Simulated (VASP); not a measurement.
# Si (Fd-3m) in VASP: single point with PBE

Aim: the single point of Si with PBE.

All numbers are computed with VASP 6.6.1; they aren't measurements. Logs are shortened: lines on timing, memory, paths and dates and some standing lists are left out, and cuts for length are marked.

### 1 The cell of the first run

Symmetry: Fd-3m, No. 227, cubic system. Conventional cell: a = 5.470 Å, b = 5.470 Å, c = 5.470 Å, α = 90.00°, β = 90.00°, γ = 90.00°. Within 3.1 Å of Si (site symmetry -43m) lie 4 Si at 2.37 Å.

### 2 Single point, PBE

Input file INCAR:

```
SYSTEM = Si
PREC     = Accurate       ! precision mode
ENCUT    = 500            ! plane-wave cutoff, eV
EDIFF    = 1E-6           ! SCF threshold, eV
ISMEAR   = 0              ! smearing method
SIGMA    = 0.1            ! smearing width, eV
LREAL    = .FALSE.        ! projectors in reciprocal space
LASPH    = .TRUE.         ! aspherical terms in the spheres
NELM     = 120            ! most SCF steps
ALGO     = Normal         ! electronic algorithm
ISIF     = 2              ! what is computed and relaxed
LWAVE    = .FALSE.        ! write WAVECAR
LCHARG   = .FALSE.        ! write CHGCAR
GGA      = PE             ! functional
NBANDS   = 16             ! bands
GGA_COMPAT= .FALSE.
```

Input file KPOINTS:

```
regular mesh
0
G
  6 6 4
  0 0 0
```

Input file POSCAR:

```
Si
1.0
    3.8678262868      0.0000000000      0.0000000000
    0.0000000000      3.8678262868      0.0000000000
    0.0000000000      0.0000000000      5.4699323770
Si
4
Direct
    0.0000000000      0.0000000000      0.0000000000
    0.0000000000      0.5000000000      0.2500000000
    0.5000000000      0.5000000000      0.5000000000
    0.5000000000      1.0000000000      0.7500000000
```

Potentials or basis: VASP PAW PBE potentials, release 64 (Si).

The run is started by

```bash
$ cat potpaw_PBE.64/Si/POTCAR > POTCAR
$ mpirun -np 1 vasp_std > vasp.out
```

OUTCAR:

```text
SYSTEM = Si
   PREC = Accurate
   ENCUT = 500
   EDIFF = 1E-6
   ISMEAR = 0
   LREAL = .FALSE.
   LASPH = .TRUE.
   NELM = 120
   ISIF = 2
   GGA = PE

 ion  position               nearest neighbor table
   1  0.000  0.000  0.000-   2 2.37   4 2.37   2 2.37   4 2.37
   2  0.000  0.500  0.250-   1 2.37   3 2.37   1 2.37   3 2.37
   3  0.500  0.500  0.500-   2 2.37   4 2.37   4 2.37   2 2.37
   4  0.500  0.000  0.750-   1 2.37   3 2.37   3 2.37   1 2.37

  LATTYP: Found a simple tetragonal cell.
 ALAT       =     3.8678262868
 C/A-ratio  =     1.4142135586

  Lattice vectors:

 A1 = (   3.8678262868,   0.0000000000,   0.0000000000)
 A2 = (   0.0000000000,   3.8678262868,   0.0000000000)
 A3 = (   0.0000000000,   0.0000000000,   5.4699323770)

Analysis of symmetry for initial positions (statically):
=====================================================================
 Subroutine PRICEL returns following result:

  LATTYP: Found a face centered cubic cell.
 ALAT       =     5.4699323843

  Lattice vectors:

 A1 = (  -1.9339131434,  -1.9339131434,  -2.7349661885)
 A2 = (   1.9339131434,  -1.9339131434,  -2.7349661885)
 A3 = (   0.0000000000,  -3.8678262868,  -0.0000000000)

   2 primitive cells build up your supercell.

 Routine SETGRP: Setting up the symmetry group for a
 simple tetragonal supercell.

 Subroutine GETGRP returns: Found 16 space group operations
 (whereof  8 operations were pure point group operations)
 out of a pool of 16 trial point group operations.

The static configuration has the point symmetry D_2d.
 The point group associated with its full space group is D_4h.

Analysis of symmetry for dynamics (positions and initial velocities):
=====================================================================
 Subroutine PRICEL returns following result:

  LATTYP: Found a face centered cubic cell.
 ALAT       =     5.4699323843

  Lattice vectors:

 A1 = (  -1.9339131434,  -1.9339131434,  -2.7349661885)
 A2 = (   1.9339131434,  -1.9339131434,  -2.7349661885)
 A3 = (   0.0000000000,  -3.8678262868,  -0.0000000000)

   2 primitive cells build up your supercell.

 Routine SETGRP: Setting up the symmetry group for a
 simple tetragonal supercell.

 Subroutine GETGRP returns: Found 16 space group operations
 (whereof  8 operations were pure point group operations)
 out of a pool of 16 trial point group operations.
[... 101 lines left out ...]
   NELM   =    120;   NELMIN=  2; NELMDL= -5     # of ELM steps
   EDIFF  = 0.1E-05   stopping-criterion for ELM
   LREAL  =      F    real-space projection
   EDIFFG = 0.1E-04   stopping-criterion for IOM
   NSW    =      0    number of steps for IOM
   IBRION =     -1    ionic relax: 0-MD 1-quasi-New 2-CG
   NFREE  =      0    steps in history (QN), initial steepest desc. (CG)
   ISIF   =      2    stress and relaxation
   ISYM   =      2    0-nonsym 1-usesym 2-fastsym
   POTIM  = 0.5000    time-step for ionic-motion
   TEBEG  =    0.0;   TEEND  =   0.0 temperature during run
   PSTRESS=    0.0 pullay stress
   NELECT =      16.0000    total number of electrons
   NUPDOWN=      -1.0000    fix difference up-down
   EMIN   =  10.00;   EMAX   =-10.00  energy-range for DOS
   EFERMI =   0.00;   METHOD = LEGACY
   ISMEAR =     0;   SIGMA  =   0.10  broadening in eV -4-tet -1-fermi 0-gaus
   EFERMI_NEDOS =   21; number of points for ismear=-14 and -15
   IALGO  =     38    algorithm
   IMIX   =      4    mixing-type and parameters
     AMIX     =   0.40;   BMIX     =  1.00
     AMIX_MAG =   1.60;   BMIX_MAG =  1.00
  volume/ion in A,a.u.               =      20.46       138.06
  Fermi-wavevector in a.u.,A,eV,Ry     =   0.950188  1.795595 12.284118  0.902857
  Thomas-Fermi vector in A             =   2.078541
   LORBIT       =      0    0 simple, 1 ext, 2 COOP (PROOUT), +10 PAW based schemes
   GGA     = PE    functional components
   LHFCALC =     F    Hartree Fock is set to
   AEXX    =    0.0000 exact exchange contribution
   IVDW    =     0    specifies the selected vdW correction
   LEPSILON=     F    determine dielectric tensor
   LRPA    =     F    only Hartree local field effects (RPA)
 non-spin polarized calculation
 Gauss-broadening in eV      SIGMA  =   0.10
  energy-cutoff  :      500.00
  volume of cell :       81.83
 maximum number of plane-waves:      2112
   NGX = 15   NGY = 15   NGZ = 19

 number of electron      15.9999996 magnetization

 Free energy of the ion-electron system (eV)
  ---------------------------------------------------
  ext. energy  EPLUGINS =         0.00000000
  ---------------------------------------------------
  free energy    TOTEN  =       -21.68324768 eV

  energy without entropy =      -21.68324763  energy(sigma->0) =      -21.68324766

 E-fermi :   5.9401     XC(G=0):  -9.3234

 val. band max:        5.6121278267   @ k =   0.0000   0.0000   0.0000
 cond. band min:       6.2623438675   @ k =   0.0000   0.0000   0.2500
 fundamental gap:      0.6502160408
 Fermi energy:         5.9401448370

 k-point     1 :       0.0000    0.0000    0.0000
  band No.  band energies     occupation
      1      -6.1987      2.00000
      2      -2.1324      2.00000
      3      -2.1324      2.00000
      4       2.8193      2.00000
      5       2.8193      2.00000
      6       5.6118      2.00000
[... 433 lines left out ...]
      3      -1.2541      2.00000
      4      -1.2541      2.00000
      5       4.4339      2.00000
      6       4.4339      2.00000
[... 8 lines left out ...]
     15      13.3119      0.00000
     16      13.3119      0.00000

 [... further k-points ...]

------------------------ aborting loop because EDIFF is reached ----------------------------------------

  FORCE on cell =-STRESS in cart. coord.  units (eV):
  Direction    XX          YY          ZZ          XY          YZ          ZX
  --------------------------------------------------------------------------------------
  -------------------------------------------------------------------------------------
  Total        0.0234216      0.0234216     -0.1051848      0.0000000      0.0000000      0.0000000
  in kB        0.4585762      0.4585762     -2.0594329      0.0000000      0.0000000      0.0000000
  external PRESSURE =      -0.3807602 kB  Pullay stress =       0.0000000 kB

 VOLUME and BASIS-vectors are now :
 -----------------------------------------------------------------------------
  energy-cutoff  :      500.00
  volume of cell :       81.83
      direct lattice vectors                 reciprocal lattice vectors
     3.867826287  0.000000000  0.000000000     0.258543152  0.000000000  0.000000000
     0.000000000  3.867826287  0.000000000     0.000000000  0.258543152  0.000000000
     0.000000000  0.000000000  5.469932377     0.000000000  0.000000000  0.182817617

 POSITION                                       TOTAL-FORCE (eV/Angst)
 -----------------------------------------------------------------------------------
      0.00000      0.00000      0.00000        -0.000000      0.000000     -0.000000
      0.00000      1.93391      1.36748         0.000000     -0.000000      0.000000
      1.93391      1.93391      2.73497         0.000000      0.000000     -0.000000
      1.93391      0.00000      4.10245        -0.000000     -0.000000      0.000000
 -----------------------------------------------------------------------------------
    total drift:                               -0.000000      0.000000      0.000000

  FREE ENERGIE OF THE ION-ELECTRON SYSTEM (eV)
  ---------------------------------------------------
  free  energy   TOTEN  =       -21.6832476797 eV

  energy  without entropy=      -21.6832476306  energy(sigma->0) =      -21.68324766
```

OSZICAR:

```text
N       E                     dE             d eps       ncg     rms          rms(c)
DAV:   1     0.226735597964E+02    0.22674E+02   -0.56965E+03   960   0.771E+02
DAV:   2    -0.201314993332E+02   -0.42805E+02   -0.38163E+02  1344   0.113E+02
DAV:   3    -0.219985818441E+02   -0.18671E+01   -0.18485E+01  1280   0.219E+01
DAV:   4    -0.220210010990E+02   -0.22419E-01   -0.22412E-01  1192   0.312E+00
DAV:   5    -0.220213755967E+02   -0.37450E-03   -0.37449E-03  1280   0.381E-01    0.672E+00
DAV:   6    -0.217882002675E+02    0.23318E+00   -0.95543E-02  1096   0.144E+00    0.410E+00
DAV:   7    -0.216802795842E+02    0.10792E+00   -0.20562E-01  1112   0.222E+00    0.231E-01
DAV:   8    -0.216826574347E+02   -0.23779E-02   -0.13861E-02  1080   0.584E-01    0.101E-01
DAV:   9    -0.216831549136E+02   -0.49748E-03   -0.63840E-04  1240   0.146E-01    0.783E-02
DAV:  10    -0.216832477842E+02   -0.92871E-04   -0.11549E-04  1080   0.551E-02    0.145E-02
DAV:  11    -0.216832476797E+02    0.10449E-06   -0.23216E-06  1256   0.912E-03
   1 F= -.21683248E+02 E0= -.21683248E+02  d E =-.491200E-07
```

stdout:

```text
POSCAR found type information on POSCAR Si
 POSCAR found :  1 types and       4 ions
 scaLAPACK will be used
 LDA part: xc-table for (Slater+PW92), standard interpolation
 POSCAR, INCAR and KPOINTS ok, starting setup
 FFT: planning ... GRIDC
 FFT: planning ... GRID_SOFT
 FFT: planning ... GRID
 WAVECAR not read
 entering main loop
```

Wall time 9.6 s (1 thread of Intel Xeon 6975P-C (Granite Rapids), shared host); peak memory 0.18 GiB.

Results:

```
Free energy            : -21.6832 eV
Pressure               : 0.0 GPa
Band gap on the k mesh : 0.65 eV
```

Levels at points of the mesh, in eV from the valence-band top:
| k point | band 6 | band 7 | band 8 | band 9 | band 10 | band 11 |
| --- | --- | --- | --- | --- | --- | --- |
| (0.00, 0.00, 0.00) | 0.00 | 0.00 | 0.00 | 0.75 | 0.75 | 2.56 |
| (0.50, 0.00, 0.00) | -3.67 | -1.30 | -1.30 | 2.44 | 2.44 | 4.75 |
| (0.50, 0.50, 0.00) | -2.79 | -2.79 | -2.79 | 0.75 | 0.75 | 0.75 |
| (0.00, 0.00, 0.50) | -1.85 | -1.85 | -1.85 | 1.15 | 1.15 | 3.13 |
| (0.50, 0.00, 0.50) | -1.18 | -1.18 | -1.18 | 1.46 | 1.46 | 3.35 |
| (0.50, 0.50, 0.50) | -3.76 | -3.76 | -3.76 | 4.27 | 4.27 | 4.27 |

A k mesh can miss the band edges.
